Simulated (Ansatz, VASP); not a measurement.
# One calculation of Ba, two programs

```
Ba
1.0
     3.94657    0.00000    0.00000
     0.00000    3.94657    0.00000
     0.00000    0.00000    3.94657
Ba
1
Direct
  0.00000 0.00000 0.00000
```

Alike in both runs: task relaxation of cell and atoms; functional PBE; k mesh 14 × 14 × 14; occupations gaussian, width 0.1 eV; no spin polarisation.

```csv
,VASP,Ansatz
version,VASP 6.6.1,Ansatz 0.2.0
potentials or method,"VASP PAW PBE potentials, release 64 (Ba_sv), cutoff 600 eV","scalar-relativistic, plane waves, PAW"
valence electrons in the cell,10,10
```

|  | VASP | Ansatz | Ansatz less VASP |
| --- | --- | --- | --- |
| gap on the k mesh at the Fermi level, each at its own relaxed structure (eV) | none | none | - |
| relaxed volume (Å³/atom) | 61.95 | 61.47 | -0.481 |
| relaxed cell length with the largest relative difference (Å) | 3.957 | 3.947 | -0.0103 |

A gap of «none» marks a metal or a gap that the smearing closes.

Spin-orbit coupling is off throughout.
